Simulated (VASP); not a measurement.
# Tc (Pm-3m) in VASP: notebook, part 2 of 2

VASP 6.6.1.

## 3. Single point, PBE

This run uses another cell than the first one, of 16.26 Å³/atom, 1.078 times its volume.

INCAR

```
PREC = Accurate ; ENCUT = 520
EDIFF = 1E-7 ; ISMEAR = -1
SIGMA = 0.05 ; LREAL = F
LASPH = T ; NELM = 80
ALGO = Normal ; ISIF = 2
LWAVE = F ; LCHARG = F
GGA = PE ; NBANDS = 12
```

KPOINTS

```
regular mesh
0
Gamma
  8 8 8
```

POSCAR

```
Tc
1.0
    2.5332300676      0.0000000000      0.0000000000
    0.0000000000      2.5332300676      0.0000000000
    0.0000000000      0.0000000000      2.5332300676
Tc
1
Direct
    0.0000000000      0.0000000000      0.0000000000
```

Potentials or basis: VASP PAW PBE potentials, release 64 (Tc_pv).

Command:

```bash
$ cat potpaw_PBE.64/Tc_pv/POTCAR > POTCAR
$ mpirun -np 1 vasp_std > vasp.out
```

OUTCAR:

```text
PREC = Accurate
   ENCUT = 520
   EDIFF = 1E-7
   ISMEAR = -1
   LREAL = F
   LASPH = T
   NELM = 80
   ISIF = 2
   GGA = PE

 ion  position               nearest neighbor table
   1  0.000  0.000  0.000-

  LATTYP: Found a simple cubic cell.
 ALAT       =     2.5332300676

  Lattice vectors:

 A1 = (   2.5332300676,   0.0000000000,   0.0000000000)
 A2 = (   0.0000000000,   2.5332300676,   0.0000000000)
 A3 = (   0.0000000000,   0.0000000000,   2.5332300676)

Analysis of symmetry for initial positions (statically):
=====================================================================
 Subroutine PRICEL returns:
 Original cell was already a primitive cell.

 Routine SETGRP: Setting up the symmetry group for a
 simple cubic supercell.

 Subroutine GETGRP returns: Found 48 space group operations
[... 9 lines left out ...]

 Routine SETGRP: Setting up the symmetry group for a
 simple cubic supercell.

 Subroutine GETGRP returns: Found 48 space group operations
[... 11 lines left out ...]
                                     Primitive cell

  volume of cell :      16.2564

[... 141 lines left out ...]
 k-point     1 :       0.0000    0.0000    0.0000
  band No.  band energies     occupation
      1     -27.4837      2.00000
      2     -27.4836      2.00000
      3     -27.4836      2.00000
      4       4.0610      2.00000
      5       6.0639      2.00000
      6       6.0639      2.00000
      7      13.7071      0.00000
      8      13.7071      0.00000
      9      13.7071      0.00000
     10      27.2449      0.00000
     11      27.2449      0.00000
     12      27.2449      0.00000
[... 331 lines left out ...]
 k-point    24 :       0.5000    0.3750    0.1250
  band No.  band energies     occupation
      1     -28.6279      2.00000
      2     -28.4265      2.00000
      3     -27.4528      2.00000
      4       5.7210      2.00000
      5       8.5953      2.00000
      6      10.0401      2.00000
      7      10.5059      1.99974
      8      13.7761      0.00000
      9      17.5381      0.00000
     10      19.0307      0.00000
     11      25.2101      0.00000
     12      27.7137      0.00000

 [... further k-points ...]

------------------------ aborting loop because EDIFF is reached ----------------------------------------

  FORCE on cell =-STRESS in cart. coord.  units (eV):
  Direction    XX          YY          ZZ          XY          YZ          ZX
  --------------------------------------------------------------------------------------
  -------------------------------------------------------------------------------------
  Total       -0.0482953     -0.0482953     -0.0482953      0.0000000     -0.0000000      0.0000000
  in kB       -4.7598326     -4.7598326     -4.7598326      0.0000000     -0.0000000      0.0000000
  external PRESSURE =      -4.7598326 kB  Pullay stress =       0.0000000 kB

 VOLUME and BASIS-vectors are now :
 -----------------------------------------------------------------------------
  energy-cutoff  :      520.00
  volume of cell :       16.26
      direct lattice vectors                 reciprocal lattice vectors
     2.533230068  0.000000000  0.000000000     0.394752933  0.000000000  0.000000000
     0.000000000  2.533230068  0.000000000     0.000000000  0.394752933  0.000000000
     0.000000000  0.000000000  2.533230068     0.000000000  0.000000000  0.394752933

 POSITION                                       TOTAL-FORCE (eV/Angst)
 -----------------------------------------------------------------------------------
      0.00000      0.00000      0.00000         0.000000      0.000000      0.000000
 -----------------------------------------------------------------------------------
    total drift:                                0.000000      0.000000      0.000000

  FREE ENERGIE OF THE ION-ELECTRON SYSTEM (eV)
  ---------------------------------------------------
  free  energy   TOTEN  =        -9.3259159132 eV

  energy  without entropy=       -9.3159295836  energy(sigma->0) =       -9.32092275
```

OSZICAR:

```text
N       E                     dE             d eps       ncg     rms          rms(c)
DAV:   1     0.120715038859E+03    0.12072E+03   -0.79479E+03   848   0.103E+03
DAV:   2    -0.797644404784E+01   -0.12869E+03   -0.12491E+03   932   0.304E+02
DAV:   3    -0.980841501991E+01   -0.18320E+01   -0.18259E+01   944   0.427E+01
DAV:   4    -0.981625055316E+01   -0.78355E-02   -0.78354E-02   908   0.309E+00
DAV:   5    -0.981631040378E+01   -0.59851E-04   -0.59850E-04   944   0.263E-01    0.145E+01
DAV:   6    -0.937169527058E+01    0.44462E+00   -0.68775E-01   856   0.103E+01    0.499E+00
DAV:   7    -0.932899881907E+01    0.42696E-01   -0.90426E-02   900   0.364E+00    0.101E+00
DAV:   8    -0.932603397682E+01    0.29648E-02   -0.49700E-03   892   0.771E-01    0.508E-02
DAV:   9    -0.932591881469E+01    0.11516E-03   -0.14459E-04   916   0.148E-01    0.141E-02
DAV:  10    -0.932591625356E+01    0.25611E-05   -0.32754E-06   908   0.199E-02    0.239E-03
DAV:  11    -0.932591574674E+01    0.50682E-06   -0.76962E-08   648   0.342E-03    0.509E-04
DAV:  12    -0.932591591663E+01   -0.16990E-06   -0.96972E-09   488   0.829E-04    0.213E-04
DAV:  13    -0.932591591316E+01    0.34790E-08   -0.11862E-09   436   0.388E-04
   1 F= -.93259159E+01 E0= -.93209227E+01  d E =-.998633E-02
```

It took 5.6 s on 1 thread of Intel Xeon Platinum 8259CL at 2.50GHz (Skylake/Cascade Lake), shared host; peak memory 0.12 GiB.

Results:

| Quantity | Value |
| --- | --- |
| Free energy | -9.3259 eV |
| Pressure | -0.5 GPa |

Levels at points of the mesh, in eV from the Fermi level:
| k point | band 2 | band 3 | band 4 | band 5 | band 6 | band 7 | band 8 | band 9 | band 10 | band 11 |
| --- | --- | --- | --- | --- | --- | --- | --- | --- | --- | --- |
| (0.00, 0.00, 0.00) | -38.44 | -38.44 | -6.89 | -4.89 | -4.89 | 2.75 | 2.75 | 2.75 | 16.29 | 16.29 |
| (0.50, 0.00, 0.00) | -38.32 | -38.32 | -4.05 | -4.02 | -0.22 | -0.22 | -0.07 | 3.05 | 8.43 | 15.42 |
| (0.50, 0.50, 0.00) | -39.58 | -38.20 | -5.85 | -3.00 | 0.38 | 0.38 | 4.89 | 5.85 | 5.85 | 14.21 |
| (0.50, 0.50, 0.50) | -39.41 | -39.41 | -4.35 | -4.35 | -4.35 | 5.09 | 5.09 | 8.46 | 12.99 | 12.99 |

## 4. Single point, PBE

This run uses another cell than the first one, of 15.92 Å³/atom, 1.056 times its volume.

INCAR

```
ALGO = Normal
EDIFF = 1E-7
ENCUT = 520
GGA = PE
ISIF = 2
ISMEAR = -1
LASPH = True
LCHARG = True
LELF = True
LREAL = False
LVHAR = True
LWAVE = False
NBANDS = 12
NELM = 100
PREC = Accurate
SIGMA = 0.05
```

KPOINTS

```
k-points
0
Gamma
  8 8 8
```

POSCAR

```
Tc
1.0
    2.5153837157      0.0000000000      0.0000000000
    0.0000000000      2.5153837157      0.0000000000
    0.0000000000      0.0000000000      2.5153837157
Tc
1
Direct
    0.0000000000      0.0000000000      0.0000000000
```

Command:

```bash
$ cat potpaw_PBE.64/Tc_pv/POTCAR > POTCAR
$ mpirun -np 1 vasp_std > vasp.out
```

Wall time 5.6 s (1 thread of Intel Xeon Platinum 8259CL at 2.50GHz (Skylake/Cascade Lake), shared host); peak memory 0.12 GiB.

Results (log left out):

```yaml
Free_energy: -9.3214 eV
Pressure: 4.5 GPa
```

Levels at points of the mesh, in eV from the Fermi level:
```
           k point  band 2  band 3  band 4  band 5  band 6  band 7  band 8  band 9  band 10  band 11
(0.00, 0.00, 0.00)  -38.43  -38.43   -7.00   -5.04   -5.04    2.84    2.84    2.84    16.46    16.46
(0.50, 0.00, 0.00)  -38.30  -38.30   -4.17   -4.09   -0.24   -0.24   -0.08    3.14     8.66    15.44
(0.50, 0.50, 0.00)  -39.64  -38.18   -6.04   -3.07    0.38    0.38    5.04    5.94     5.94    14.40
(0.50, 0.50, 0.50)  -39.46  -39.46   -4.50   -4.50   -4.50    5.25    5.25    8.40    13.27    13.27
```

## 5. Overview

| cell | gap on the mesh (eV) | pressure (GPa) |
| --- | --- | --- |
| a = 2.470 Å, 1 atom | none | 19.5 |
| a = 2.533 Å, 1 atom | none | -0.5 |
| a = 2.515 Å, 1 atom | none | 4.5 |

Alike in all rows: task single point; level PBE; potentials or basis VASP PAW PBE potentials, release 64 (Tc_pv); no spin polarisation; k mesh 8 × 8 × 8; cutoff (eV) 520; smearing fermi-dirac 0.05 eV.

Absolute energies hang on the potentials; compare differences alone.
